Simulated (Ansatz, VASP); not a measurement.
One calculation of Te2Mo, two programs

The input INCAR:

```
ALGO     = Normal         # electronic algorithm
DIPOL    = 0.5 0.5 0.500
EDIFF    = 1E-6           # SCF threshold, eV
ENCUT    = 520            # plane-wave cutoff, eV
GGA      = PE             # functional
IDIPOL   = 3            
ISIF     = 2              # what is computed and relaxed
ISMEAR   = 0              # smearing method
IVDW     = 12             # dispersion correction
LASPH    = T              # aspherical terms in the spheres
LCHARG   = F              # write CHGCAR
LDIPOL   = T            
LREAL    = F              # projectors in reciprocal space
LWAVE    = F              # write WAVECAR
NBANDS   = 20             # bands
NELM     = 100            # most SCF steps
PREC     = Accurate       # precision mode
SIGMA    = 0.02           # smearing width, eV
```

The input KPOINTS:

```
k-points
0
Gamma
  9 9 1
```

Contents of POSCAR:

```
Te2Mo
1.0
    3.5040000000      0.0000000000      0.0000000000
   -1.7520000000      3.0345530149      0.0000000000
    0.0000000000      0.0000000000     33.2698832047
Te Mo
2 1
Direct
    0.3333333333      0.6666666667      0.4397052287
    0.3333333333      0.6666666667      0.5602947713
    0.6666666667      0.3333333333      0.5000000000
```

Input for Ansatz:

```yaml
crystal:
  lattice:
    - [3.504, 0.0, 0.0]
    - [-1.752, 3.0345530149, 0.0]
    - [0.0, 0.0, 33.2698832047]
  atoms:
    - { symbol: Te, position: [0.3333333333, 0.6666666667, 0.4397052287] }
    - { symbol: Mo, position: [0.6666666667, 0.3333333333, 0.5] }
    - { symbol: Te, position: [0.3333333333, 0.6666666667, 0.5602947713] }
  periodic: [true, true, false]
basis:
  ecutwfc: 420
kpoints:
  mp_grid: { grid: [9, 9, 1] }
hamiltonian:
  xc: pbe
  pseudopotentials: { kind: paw, azcp: { folder: soft_1 } }
  dispersion: d3bj
scf:
  occupations: { method: gaussian, width: 0.02 }
output:
  forces: true
  stress: true
  eigenvalues: true
```

Alike in both runs: task single point; functional PBE; dispersion D3(BJ); k mesh 9 × 9 × 1; occupations gaussian, width 0.02 eV; no spin polarisation.

|  | VASP | Ansatz |
| --- | --- | --- |
| version | VASP 6.6.1 | Ansatz 0.2.0 |
| potentials or method | VASP PAW PBE potentials, release 64 (Te, Mo_sv), cutoff 520 eV | scalar-relativistic, plane waves, PAW |
| valence electrons in the cell | 26 | 46 |

Ansatz gave:

* gap on the k mesh at the Fermi level (eV): 0.84
* least direct gap on the mesh (eV): 1.18
* rms of the force components (eV/Å): 0.939

Problem. Estimate VASP's values.

Solution. gap on the k mesh at the Fermi level (eV): 0.84; least direct gap on the mesh (eV): 1.18; rms of the force components (eV/Å): 0.936.

VASP's potentials hold 26 valence electrons a cell and Ansatz's 46, so a difference there can come from the potentials and not from the codes.

Spin-orbit coupling is off throughout.
